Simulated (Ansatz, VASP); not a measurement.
# Pd: VASP beside Ansatz

```xyz
2
Lattice="0.0000 2.6784 2.6784 2.6784 0.0000 2.6784 2.6784 2.6784 0.0000" Properties=species:S:1:pos:R:3 pbc="T T T"
Pd   -0.5089   -0.8303   -0.8303
Pd    0.5089    0.8303    0.8303
```

Change from the starting cell: shortest bond scaled by 0.76, crystal datasets.

Alike in both runs: task electric field gradients; functional r2SCAN; k mesh 10 × 10 × 10; occupations fermi-dirac, width 0.05 eV; no spin polarisation.

|  | VASP | Ansatz |
| --- | --- | --- |
| version | VASP 6.6.1 | Ansatz 0.2.0 |
| potentials or method | VASP PAW PBE potentials, release 64 (Pd), cutoff 440 eV | all-electron PAW with datasets made for the crystal, scalar-relativistic |

Ansatz gave:

* pressure (GPa): 83.4
* traceless stress, the component that is largest in VASP (GPa): -86.48
* rms of the force components (eV/Å): 19.493
* size of Vzz on the site where it differs most (V/Å²): 331.4

Q: Which values does VASP return?

A: Pressure (GPa): 50.1; traceless stress, the component that is largest in VASP (GPa): -54.20; rms of the force components (eV/Å): 11.865; size of Vzz on the site where it differs most (V/Å²): 150.2.

VASP's potentials were made for PBE, not for r2SCAN. Atom by atom the forces differ by 7.629 eV/Å (rms over components). The pressures are high and differ by over a tenth, so treat them with care. Ansatz ran all-electron here, and VASP with PAW potentials.
